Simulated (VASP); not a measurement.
# Fe (Im-3m) in VASP: single point with PBE

Aim: the single point of Fe with PBE.

Everything below comes from runs of VASP 6.6.1. Logs are shortened: lines on timing, memory, paths and dates and some standing lists are left out, and cuts for length are marked.

**1. The cell of the first run**

Symmetry: Im-3m, No. 229, cubic system. Conventional cell: a = 2.911 Å, b = 2.911 Å, c = 2.911 Å, α = 90.00°, β = 90.00°, γ = 90.00°. Within 3.3 Å of Fe (site symmetry m-3m) lie 14 Fe at 2.52 to 2.91 Å.

**2. Single point, PBE, non-collinear spin, typed start, spin-orbit coupling**

INCAR

```
SYSTEM = Fe
PREC = Accurate ; ENCUT = 540
EDIFF = 1E-6 ; ISMEAR = 0
SIGMA = 0.1 ; LREAL = .False.
LASPH = .True. ; NELM = 300
ALGO = All ; ISIF = 2
LWAVE = .False. ; LCHARG = .False.
MAGMOM = 0 0 2.2 ; LORBIT = 11
LSORBIT = .True. ; GGA_COMPAT = .False.
LORBMOM = .True. ; LMAXMIX = 4
GGA = PE ; NBANDS = 19
ISEARCH = 1 ; KPAR = 4
```

KPOINTS

```
regular mesh
0
Gamma
  5 5 5
  0 0 0
```

POSCAR

```
Fe
1.0
   -1.4555000000      1.4555000000      1.4555000000
    1.4555000000     -1.4555000000      1.4555000000
    1.4555000000      1.4555000000     -1.4555000000
Fe
1
Direct
    0.0000000000      0.0000000000      0.0000000000
```

Potentials or basis: VASP PAW PBE potentials, release 64 (Fe).

The run is started by

```
cat potpaw_PBE.64/Fe/POTCAR > POTCAR
mpirun -np 4 vasp_ncl > vasp.out
```

OUTCAR:

```text
SYSTEM = Fe
   PREC = Accurate
   ENCUT = 540
   EDIFF = 1E-6
   ISMEAR = 0
   LREAL = .False.
   LASPH = .True.
   NELM = 300
   ISIF = 2
   LORBIT = 11
   LSORBIT = .True.
   GGA = PE

 ion  position               nearest neighbor table
   1  0.000  0.000  0.000-

  LATTYP: Found a body centered cubic cell.
 ALAT       =     2.9110000000

  Lattice vectors:

 A1 = (  -1.4555000000,   1.4555000000,   1.4555000000)
 A2 = (   1.4555000000,  -1.4555000000,   1.4555000000)
 A3 = (   1.4555000000,   1.4555000000,  -1.4555000000)

Analysis of symmetry for initial positions (statically):
=====================================================================
 Subroutine PRICEL returns:
 Original cell was already a primitive cell.

 Routine SETGRP: Setting up the symmetry group for a
 body centered cubic supercell.

 Subroutine GETGRP returns: Found 48 space group operations
 (whereof 48 operations were pure point group operations)
 out of a pool of 48 trial point group operations.

The static configuration has the point symmetry O_h .

Analysis of symmetry for dynamics (positions and initial velocities):
=====================================================================
 Subroutine PRICEL returns:
 Original cell was already a primitive cell.

 Routine SETGRP: Setting up the symmetry group for a
 body centered cubic supercell.

 Subroutine GETGRP returns: Found 48 space group operations
 (whereof 48 operations were pure point group operations)
 out of a pool of 48 trial point group operations.

The dynamic configuration has the point symmetry O_h .

Analysis of structural, dynamic, and magnetic symmetry:
=====================================================================
 Subroutine PRICEL returns:
 Original cell was already a primitive cell.

 Routine SETGRP: Setting up the symmetry group for a
 body centered cubic supercell.

 Subroutine GETGRP returns: Found  8 space group operations
 (whereof  8 operations were pure point group operations)
 out of a pool of 48 trial point group operations.

The overall configuration has the point symmetry C_4h.

 Subroutine INISYM returns: Found  8 space group operations
 (whereof  8 operations are pure point group operations),
 and found     1 'primitive' translations

----------------------------------------------------------------------------------------

                                     Primitive cell

  volume of cell :      12.3338
[... 143 lines left out ...]
      1      -2.9423      1.00000
      2      -2.7954      1.00000
      3       2.8473      1.00000
      4       2.8805      1.00000
      5       2.9057      1.00000
      6       3.8560      1.00000
[... 439 lines left out ...]
      6       4.5226      1.00000
[... 11 lines left out ...]
     18      21.0272      0.00000
     19      21.6371      0.00000

------------------------ aborting loop because EDIFF is reached ----------------------------------------

  FORCE on cell =-STRESS in cart. coord.  units (eV):
  Direction    XX          YY          ZZ          XY          YZ          ZX
  --------------------------------------------------------------------------------------
  -------------------------------------------------------------------------------------
  Total       -1.0607617     -1.0607617     -1.0785035      0.0000000      0.0000000      0.0000000
  in kB     -137.7944661   -137.7944661   -140.0991621      0.0000029      0.0000000      0.0000000
  external PRESSURE =    -138.5626981 kB  Pullay stress =       0.0000000 kB

 VOLUME and BASIS-vectors are now :
 -----------------------------------------------------------------------------
  energy-cutoff  :      540.00
  volume of cell :       12.33
      direct lattice vectors                 reciprocal lattice vectors
    -1.455500000  1.455500000  1.455500000     0.000000000  0.343524562  0.343524562
     1.455500000 -1.455500000  1.455500000     0.343524562  0.000000000  0.343524562
     1.455500000  1.455500000 -1.455500000     0.343524562  0.343524562  0.000000000

 POSITION                                       TOTAL-FORCE (eV/Angst)
 -----------------------------------------------------------------------------------
      0.00000      0.00000      0.00000         0.000000     -0.000000     -0.000000
 -----------------------------------------------------------------------------------
    total drift:                                0.000000      0.000000      0.000000

  FREE ENERGIE OF THE ION-ELECTRON SYSTEM (eV)
  ---------------------------------------------------
  free  energy   TOTEN  =        -8.1499260923 eV

  energy  without entropy=       -8.1385495739  energy(sigma->0) =       -8.14423783

 orbital moment (x)

 # of ion     p       d       tot
 ----------------------------------------
  1        -0.000   0.000   0.000
 ----------------------------------------
           -0.000   0.000   0.000

 orbital moment (y)

 # of ion     p       d       tot
 ----------------------------------------
  1        -0.000  -0.000  -0.000
 ----------------------------------------
           -0.000  -0.000  -0.000

 orbital moment (z)

 # of ion     p       d       tot
 ----------------------------------------
  1         0.000   0.055   0.055
 ----------------------------------------
            0.000   0.055   0.055

 Spin-Orbit-Coupling matrix elements

 Ion:    1  E_soc:     -0.0136136
 l=   1
     0.0000000    -0.0003187    -0.0002912
    -0.0003187     0.0000000    -0.0003187
    -0.0002912    -0.0003187     0.0000000
 l=   2
     0.0000000    -0.0005196     0.0000000    -0.0005196    -0.0013168
    -0.0005196     0.0000000    -0.0011234    -0.0005166    -0.0003794
     0.0000000    -0.0011234     0.0000000    -0.0011234     0.0000000
    -0.0005196    -0.0005166    -0.0011234     0.0000000    -0.0003794
    -0.0013168    -0.0003794     0.0000000    -0.0003794     0.0000000
 l=   3
     0.0000000     0.0000000     0.0000000     0.0000000     0.0000000     0.0000000     0.0000000
     0.0000000     0.0000000     0.0000000     0.0000000     0.0000000     0.0000000     0.0000000
     0.0000000     0.0000000     0.0000000     0.0000000     0.0000000     0.0000000     0.0000000
     0.0000000     0.0000000     0.0000000     0.0000000     0.0000000     0.0000000     0.0000000
     0.0000000     0.0000000     0.0000000     0.0000000     0.0000000     0.0000000     0.0000000
     0.0000000     0.0000000     0.0000000     0.0000000     0.0000000     0.0000000     0.0000000
     0.0000000     0.0000000     0.0000000     0.0000000     0.0000000     0.0000000     0.0000000

 total charge

# of ion       s       p       d       tot
------------------------------------------
    1        0.453   0.479   6.177   7.109

 magnetization (x)

# of ion       s       p       d       tot
------------------------------------------
    1       -0.000  -0.000   0.000  -0.000

 magnetization (y)

# of ion       s       p       d       tot
------------------------------------------
    1        0.000   0.000   0.000   0.000

 magnetization (z)

# of ion       s       p       d       tot
------------------------------------------
    1       -0.013  -0.041   2.270   2.216
```

stdout:

```text
POSCAR found type information on POSCAR Fe
 POSCAR found :  1 types and       1 ions
 scaLAPACK will be used
 LDA part: xc-table for (Slater+PW92), standard interpolation
 POSCAR, INCAR and KPOINTS ok, starting setup
 FFT: planning ... GRIDC
[... 93 lines left out ...]
 gam= 1.142 trial= 0.112  step=  0.0506 mean=  0.1118
  final corrected         step=  0.0406 harm=  0.0390 4th-ord=  0.0406
  steps along line     -0.11182E-04   0.11182E-04   0.11182E+00   0.50610E-01   0.50631E-01
  energies along line   0.33055E-08  -0.33055E-08   0.34535E-05  -0.64549E-05  -0.64530E-05
 trl  41    -0.814988853152E+01   -0.64539E-05   -0.69013E-05   399   0.296E-03  -0.881E-04
 gam= 0.914 g(H,U,f)=  0.208E-03 0.363E-04 0.109E-04 ort(H,U,f) =-0.684E-04 0.446E-04 0.394E-04
 gam= 0.914 trial= 0.106  step=  0.0349 mean=  0.1057
 gam= 1.601 g(H,U,f)=  0.267E-03 0.619E-04 0.801E-04 ort(H,U,f) =-0.
```

Run time: 22 s. Hardware: 4 MPI ranks of Intel Xeon 6975P-C (Granite Rapids), shared host; peak memory 0.15 GiB.

What came out:

| Quantity | Value |
| --- | --- |
| Free energy | -8.1499 eV |
| Pressure | -13.9 GPa |
| Net moment | 2.21 μB per cell |
| Valence electrons inside the program's atomic spheres | Fe 7.11 |

Stress tensor (GPa, compression positive):
```
-13.78   0.00   0.00
  0.00 -13.78   0.00
  0.00   0.00 -14.01
```

Moments on the atoms (μB; x, y, z):
```
Fe  0.00 0.00 2.22
```

Caveat: the k points lie up to 0.61 Å⁻¹ apart.
